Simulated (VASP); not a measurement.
# Au (Pm-3m) in VASP: single point with r2SCAN

Aim: the single point of Au with r2SCAN.

Everything below comes from runs of VASP 6.6.1. Logs are shortened: lines on timing, memory, paths and dates and some standing lists are left out, and cuts for length are marked.

**1. The cell of the first run**

The structure is cubic, space group Pm-3m (No. 221). Conventional cell: a = 2.577 Å, b = 2.577 Å, c = 2.577 Å, α = 90.00°, β = 90.00°, γ = 90.00°. Au (site symmetry m-3m) has 6 Au at 2.58 Å within 3.4 Å.

**2. Single point, r2SCAN**

Contents of POSCAR:

```
Au
1.0
   -0.8590561692      1.7181123384      1.7181123384
    1.7181123384     -0.8590561692      1.7181123384
    1.7181123384      1.7181123384     -0.8590561692
Au
1
Direct
    0.0000000000      0.0000000000      0.0000000000
```

Contents of INCAR.step1:

```
SYSTEM = Au
ALGO = Normal
EDIFF = 1E-4
ENCUT = 520
GGA = PE
ISMEAR = 0
LASPH = .TRUE.
LCHARG = .FALSE.
LREAL = .FALSE.
LWAVE = .TRUE.
NBANDS = 12
NELM = 80
PREC = Accurate
SIGMA = 0.15
```

Contents of INCAR.step2:

```
SYSTEM = Au
ALGO = Normal
EDIFF = 1E-6
ENCUT = 520
ISIF = 2
ISMEAR = 0
ISTART = 1
LASPH = .TRUE.
LCHARG = .TRUE.
LELF = .TRUE.
LMIXTAU = .TRUE.
LREAL = .FALSE.
LVHAR = .TRUE.
LWAVE = .FALSE.
METAGGA = R2SCAN
NBANDS = 12
NELM = 80
PREC = Accurate
SIGMA = 0.15
```

Contents of KPOINTS:

```
k-points
0
G
  22 22 22
  0 0 0
```

Potentials or basis: VASP PAW PBE potentials, release 64 (Au).

Launch:

```sh
> cat potpaw_PBE.64/Au/POTCAR > POTCAR
> cp INCAR.step1 INCAR
> mpirun -np 1 vasp_std > vasp.out
> cp INCAR.step2 INCAR
> mpirun -np 1 vasp_std > vasp.out
```

OUTCAR:

```text
SYSTEM = Au
   EDIFF = 1E-6
   ENCUT = 520
   ISIF = 2
   ISMEAR = 0
   ISTART = 1
   LASPH = .TRUE.
   LREAL = .FALSE.
   METAGGA = R2SCAN
   NELM = 80
   PREC = Accurate

 ion  position               nearest neighbor table
   1  0.000  0.000  0.000-

  LATTYP: Found a simple cubic cell.
 ALAT       =     2.5771685076

  Lattice vectors:

 A1 = (  -0.8590561692,   1.7181123384,   1.7181123384)
 A2 = (   1.7181123384,  -0.8590561692,   1.7181123384)
 A3 = (   1.7181123384,   1.7181123384,  -0.8590561692)

Analysis of symmetry for initial positions (statically):
=====================================================================
 Subroutine PRICEL returns:
 Original cell was already a primitive cell.

 Routine SETGRP: Setting up the symmetry group for a
 simple cubic supercell.

 Subroutine GETGRP returns: Found 48 space group operations
 (whereof 48 operations were pure point group operations)
 out of a pool of 48 trial point group operations.

The static configuration has the point symmetry O_h .

Analysis of symmetry for dynamics (positions and initial velocities):
=====================================================================
 Subroutine PRICEL returns:
 Original cell was already a primitive cell.

 Routine SETGRP: Setting up the symmetry group for a
 simple cubic supercell.

 Subroutine GETGRP returns: Found 48 space group operations
 (whereof 48 operations were pure point group operations)
 out of a pool of 48 trial point group operations.

The dynamic configuration has the point symmetry O_h .

 Subroutine INISYM returns: Found 48 space group operations
 (whereof 48 operations are pure point group operations),
 and found     1 'primitive' translations

----------------------------------------------------------------------------------------

                                     Primitive cell

  volume of cell :      17.1170

  direct lattice vectors                    reciprocal lattice vectors
    -0.859056169  1.718112338  1.718112338    -0.129340915  0.258681830  0.258681830
     1.718112338 -0.859056169  1.718112338     0.258681830 -0.129340915  0.258681830
     1.718112338  1.718112338 -0.859056169     0.258681830  0.258681830 -0.129340915

  length of vectors
     2.577168508  2.577168508  2.577168508     0.388022746  0.388022746  0.388022746

  position of ions in fractional coordinates (direct lattice)
     0.000000000  0.000000000  0.000000000

  ion indices of the primitive-cell ions
   primitive index   ion index
[... 75 lines left out ...]
   EDIFFG = 0.1E-04   stopping-criterion for IOM
   NSW    =      0    number of steps for IOM
   IBRION =     -1    ionic relax: 0-MD 1-quasi-New 2-CG
   NFREE  =      0    steps in history (QN), initial steepest desc. (CG)
   ISIF   =      2    stress and relaxation
   ISYM   =      2    0-nonsym 1-usesym 2-fastsym
   POTIM  = 0.5000    time-step for ionic-motion
   TEBEG  =    0.0;   TEEND  =   0.0 temperature during run
   PSTRESS=    0.0 pullay stress
   NELECT =      11.0000    total number of electrons
   NUPDOWN=      -1.0000    fix difference up-down
   EMIN   =  10.00;   EMAX   =-10.00  energy-range for DOS
   EFERMI =   0.00;   METHOD = LEGACY
   ISMEAR =     0;   SIGMA  =   0.15  broadening in eV -4-tet -1-fermi 0-gaus
   EFERMI_NEDOS =   21; number of points for ismear=-14 and -15
   IALGO  =     38    algorithm
   IMIX   =      4    mixing-type and parameters
     AMIX     =   0.40;   BMIX     =  1.00
     AMIX_MAG =   1.60;   BMIX_MAG =  1.00
  volume/ion in A,a.u.               =      17.12       115.51
  Fermi-wavevector in a.u.,A,eV,Ry     =   1.412742  2.669696 27.155058  1.995840
  Thomas-Fermi vector in A             =   2.534459
   LORBIT       =      0    0 simple, 1 ext, 2 COOP (PROOUT), +10 PAW based schemes
   METAGGA = R2SCAN    functional components
   LHFCALC =     F    Hartree Fock is set to
   AEXX    =    0.0000 exact exchange contribution
   IVDW    =     0    specifies the selected vdW correction
   LEPSILON=     F    determine dielectric tensor
   LRPA    =     F    only Hartree local field effects (RPA)
 non-spin polarized calculation
 Gauss-broadening in eV      SIGMA  =   0.15
  energy-cutoff  :      520.00
  volume of cell :       17.12
 maximum number of plane-waves:       480
 NGX is ok and might be reduce to    20
   NGX =  9   NGY =  9   NGZ =  9

 number of electron      10.9999996 magnetization

 Free energy of the ion-electron system (eV)
  ---------------------------------------------------
  ext. energy  EPLUGINS =         0.00000000
  ---------------------------------------------------
  free energy    TOTEN  =       -50.16046568 eV

  energy without entropy =      -50.15598328  energy(sigma->0) =      -50.15822448

 E-fermi :   8.9508     XC(G=0): -13.4459

 val. band max:        8.9315892018   @ k =   0.5000   0.4545   0.2727
 cond. band min:       8.9579386035   @ k =   0.5000   0.4545   0.3182
 fundamental gap:      0.0263494017
 Fermi energy:         8.9507621972

 k-point     1 :       0.0000    0.0000    0.0000
  band No.  band energies     occupation
      1      -0.7784      2.00000
      2       1.4896      2.00000
      3       1.4896      2.00000
      4       7.3344      2.00000
      5       7.3344      2.00000
      6       7.3344      2.00000
      7      24.5037      0.00000
      8      24.5037      0.00000
      9      24.5037      0.00000
     10      30.6689      0.00000
     11      33.3942      0.00000
     12      33.3942      0.00000
[... 331 lines left out ...]
 k-point    24 :       0.0909    0.0909    0.0000
  band No.  band energies     occupation
      1      -0.2892      2.00000
      2       1.6675      2.00000
      3       1.8326      2.00000
      4       6.9351      2.00000
      5       7.1269      2.00000
      6       7.1847      2.00000
      7      22.9846      0.00000
      8      23.5420      0.00000
      9      25.3487      0.00000
     10      31.6776      0.00000
     11      33.4235      0.00000
     12      33.9941      0.00000

 [... further k-points ...]
[... 5 lines left out ...]
  --------------------------------------------------------------------------------------
  -------------------------------------------------------------------------------------
  Total        3.3580797      3.3580797      3.3580797      0.0000000      0.0000000      0.0000000
  in kB      314.3208128    314.3208128    314.3208128      0.0000000      0.0000000      0.0000000
  external PRESSURE =     314.3208128 kB  Pullay stress =       0.0000000 kB

 VOLUME and BASIS-vectors are now :
 -----------------------------------------------------------------------------
  energy-cutoff  :      520.00
  volume of cell :       17.12
      direct lattice vectors                 reciprocal lattice vectors
    -0.859056169  1.718112338  1.718112338    -0.129340915  0.258681830  0.258681830
     1.718112338 -0.859056169  1.718112338     0.258681830 -0.129340915  0.258681830
     1.718112338  1.718112338 -0.859056169     0.258681830  0.258681830 -0.129340915

 POSITION                                       TOTAL-FORCE (eV/Angst)
 -----------------------------------------------------------------------------------
      0.00000      0.00000      0.00000         0.000000     -0.000000     -0.000000
 -----------------------------------------------------------------------------------
    total drift:                               -0.000000     -0.000000     -0.000000

  FREE ENERGIE OF THE ION-ELECTRON SYSTEM (eV)
  ---------------------------------------------------
  free  energy   TOTEN  =       -50.1604656766 eV

  energy  without entropy=      -50.1559832758  energy(sigma->0) =      -50.15822448
```

It took 1.7 min on 1 thread of AMD EPYC 9R45 (Zen 5), shared host; peak memory 0.16 GiB.

What came out:

- Free energy: -50.1605 eV
- Pressure: 31.4 GPa

Levels at points of the mesh, in eV from the Fermi level:
```tsv
k point	band 3	band 4	band 5	band 6	band 7	band 8	band 9	band 10
(0.00, 0.00, 0.00)	-7.46	-1.62	-1.62	-1.62	15.55	15.55	15.55	21.72
(0.50, 0.00, 0.00)	-3.70	-3.70	-1.42	-1.15	3.09	17.39	20.42	21.76
(0.50, 0.50, 0.00)	-3.33	-3.33	0.07	4.05	4.05	8.73	13.25	22.52
(0.50, 0.50, 0.50)	-6.56	0.21	0.21	9.81	9.81	9.81	10.35	16.40
```

Caveat: the PAW data sets were made with another functional, which shifts forces and pressure a little; spin-orbit coupling is left out, which moves the levels of the heavy elements.
